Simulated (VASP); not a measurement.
Here is a VASP 6.6.1 calculation.

INCAR

```
PREC = Accurate
ENCUT = 750
EDIFF = 1E-6
ISMEAR = 0
SIGMA = 0.2
LREAL = F
LASPH = T
NELM = 120
ALGO = Normal
ISIF = 2
LWAVE = F
LCHARG = F
GGA = PE
NBANDS = 41
GGA_COMPAT = F
```

The input KPOINTS:

```
regular mesh
0
Gamma
  6 6 2
```

POSCAR

```
MgBeS3
1.0
    3.7607716987      0.0000000000      0.0000000000
   -1.8803858493      3.2569238289      0.0000000000
    0.0000000000      0.0000000000     14.9252470806
Mg Be S
2 2 6
Direct
    0.3333333333      0.6666666667      0.8436985655
    0.6666666667      0.3333333333      0.1563014345
    0.3333333333      0.6666666667      0.3784382917
    0.6666666667      0.3333333333      0.6215617083
    0.0000000000      0.0000000000      0.0697707022
    0.0000000000      1.0000000000      0.9302292978
    0.3333333333      0.6666666667      0.2488377897
    0.6666666667      0.3333333333      0.7511622103
    0.0000000000      0.0000000000      0.4259219893
    0.0000000000      1.0000000000      0.5740780107
```

Potentials or basis: VASP PAW PBE potentials, release 64 (Mg_sv, Be, S).

The run is started by

```bash
$ cat potpaw_PBE.64/Mg_sv/POTCAR potpaw_PBE.64/Be/POTCAR potpaw_PBE.64/S/POTCAR > POTCAR
$ mpirun -np 1 vasp_std > vasp.out
```

Task: What does it give for the pressure?

Result: -0.2 GPa.

Task: What does it give for the largest force?

Result: 0.177 eV/Å.

Task: Estimate the band gap on the k mesh.

Result: 0.27 eV (least direct gap 0.30 eV).

Forces on the atoms (eV/Å):
```
Mg   0.000  0.000 -0.084
Mg   0.000  0.000  0.084
Be   0.000  0.000  0.025
Be   0.000  0.000 -0.025
S    0.000  0.000 -0.177
S    0.000  0.000  0.177
S    0.000  0.000 -0.054
S    0.000  0.000  0.054
S    0.000  0.000  0.000
S    0.000  0.000  0.000
```

A k mesh can miss the band edges.
